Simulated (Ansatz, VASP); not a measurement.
**Two plane-wave programs on Ti**

```
CELL_PARAMETERS angstrom
-1.67248 1.67248 1.67248
1.67248 -1.67248 1.67248
1.67248 1.67248 -1.67248
ATOMIC_POSITIONS crystal
Ti 0.00000 0.00000 0.00000
```

Alike in both runs: task single point; functional PBE; k mesh 15 × 15 × 15; occupations fermi-dirac, width 0.1 eV; no spin polarisation.

```csv
,VASP,Ansatz
version,VASP 6.6.1,Ansatz 0.2.0
potentials or method,"VASP PAW PBE potentials, release 64 (Ti_sv), cutoff 520 eV","plane waves (420 eV) with PAW, scalar-relativistic"
valence electrons in the cell,12,12
```

|  | VASP | Ansatz | Ansatz less VASP |
| --- | --- | --- | --- |
| pressure (GPa) | -7.3 | -7.1 | +0.15 |

With one functional, cell and mesh, what is left measures potentials, basis and numerics.
